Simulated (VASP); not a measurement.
Here is a VASP 6.6.1 calculation.

The input INCAR:

```
PREC = Accurate
ENCUT = 600
EDIFF = 1E-7
ISMEAR = 0
SIGMA = 0.01
LREAL = False
LASPH = True
NELM = 80
ALGO = Normal
ISIF = 3
LWAVE = False
LCHARG = False
GGA = CA
IBRION = 2
NSW = 100
EDIFFG = -0.002
PSTRESS = -20.0
```

File KPOINTS:

```
Automatic mesh
0
Gamma
  8 8 8
```

The input POSCAR:

```
BP
1.0
    2.2453823381      2.2453823381      0.0000000000
   -2.2453823381      2.2453823381      0.0000000000
    0.0000000000      2.2453823381      2.2453823381
B P
1 1
Direct
    0.0000000000      0.0000000000      0.0000000000
    0.7500000000      0.2500000000      0.5000000000
```

Potentials or basis: VASP PAW LDA potentials, release 64 (B, P).

Launch:

```console
$ cat potpaw_LDA.64/B/POTCAR potpaw_LDA.64/P/POTCAR > POTCAR
$ mpirun -np 1 vasp_std > vasp.out
```

Problem. What does it give for the band gap on the k mesh?

Solution. 1.20 eV, indirect (least direct gap 3.41 eV).

Problem. Predict the relaxed cell.

Solution. a = 3.187 Å, b = 3.187 Å, c = 3.187 Å, α = 60.00°, β = 60.00°, γ = 90.00°.

Problem. What does it give for the space group after relaxing (to 0.05 Å)?

Solution. F-43m (No. 216).

The path:
| step | energy change (eV) | largest force (eV/Å) | pressure (GPa) | volume (Å³) |
| --- | --- | --- | --- | --- |
| 1 | 0.0000 | 0.0000 | -0.12 | 22.64 |
| 2 | 0.0048 | 0.0000 | -3.35 | 23.08 |
| 3 | 0.0017 | 0.0000 | -2.00 | 22.89 |

Caveat: the cell is relaxed towards a set pressure, so the enthalpy falls and the energy may rise. A k mesh can miss the band edges.
